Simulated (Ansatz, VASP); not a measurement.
MgO in VASP and in Ansatz

```
Mg O
1.0
     0.00000    2.10150    2.10150
     2.10150    0.00000    2.10150
     2.10150    2.10150    0.00000
Mg O
1 1
Cartesian
  0.0000 0.0000 0.0000
  2.1015 2.1015 2.1015
```

Alike in both runs: task single point; functional PBE; k mesh 8 × 8 × 8; occupations tetrahedron; no spin polarisation.

|  | VASP | Ansatz |
| --- | --- | --- |
| version | VASP 6.6.1 | Ansatz 0.2.0 |
| potentials or method | VASP PAW PBE potentials, release 64 (Mg_sv, O), cutoff 840 eV | PAW, plane waves, scalar-relativistic |
| valence electrons in the cell | 16 | 16 |

|  | VASP | Ansatz | Ansatz less VASP |
| --- | --- | --- | --- |
| gap on the k mesh at the Fermi level (eV) | 4.80 | 4.81 | +0.003 |
| pressure (GPa) | 5.9 | 5.8 | -0.12 |

Ansatz's warnings: band table not solved further, tetrahedron derivatives may miss energy slope.
